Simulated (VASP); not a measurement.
Write the native input for VASP 6.6.1 that does the following.

```
Task                   : single point
Functional             : PBE
Potentials or basis    : VASP PAW PBE potentials, release 64 (K_sv, I)
Cutoff                 : 520 eV
k mesh                 : 6 × 6 × 6
Occupations            : fermi-dirac, width 0.02 eV
Spin                   : no spin polarisation
Dipole correction      : no
Further INCAR settings : ALGO = Normal; EDIFF = 1e-06; NBANDS = 15
```

The structure of KI lies in POSCAR:

```
KI
1.0
    4.3079191986     -0.0353704512     -0.0353704512
   -0.0353704512      4.3079191986     -0.0353704512
   -0.0353704512     -0.0353704512      4.3079191986
K I
1 1
Direct
    0.0000000000      0.0000000000      0.0000000000
    0.5000000000      0.5000000000      0.5000000000
```

This cell differs from its parent crystal: epitaxial 111 strain +1.2%.

These files were run (other wordings do the same):

INCAR

```
PREC = Accurate
ENCUT = 520
EDIFF = 1E-6
ISMEAR = -1
SIGMA = 0.02
LREAL = False
LASPH = True
NELM = 60
ALGO = Normal
ISIF = 2
LWAVE = False
LCHARG = True
GGA = PE
LELF = True
LVHAR = True
NBANDS = 15
```

KPOINTS

```
Automatic mesh
0
Gamma
  6 6 6
```

Potentials or basis: VASP PAW PBE potentials, release 64 (K_sv, I).

Run with:

```console
$ cat potpaw_PBE.64/K_sv/POTCAR potpaw_PBE.64/I/POTCAR > POTCAR
$ mpirun -np 1 vasp_std > vasp.out
```

Results of the run:

| Property | Result |
| --- | --- |
| Pressure | 0.4 GPa |
| Band gap on the k mesh | 3.30 eV (least direct gap 3.64 eV) |

Caveat: the cell differs from its parent crystal (epitaxial 111 strain +1.2%); the structure was generated, so it needn't be the stable form of KI; spin-orbit coupling is left out, which moves the levels of the heavy elements.

Run time: 37 s on 1 thread of AMD EPYC 7R43 64-Core Processor (Zen 3), on a shared host, peak memory 0.16 GiB.
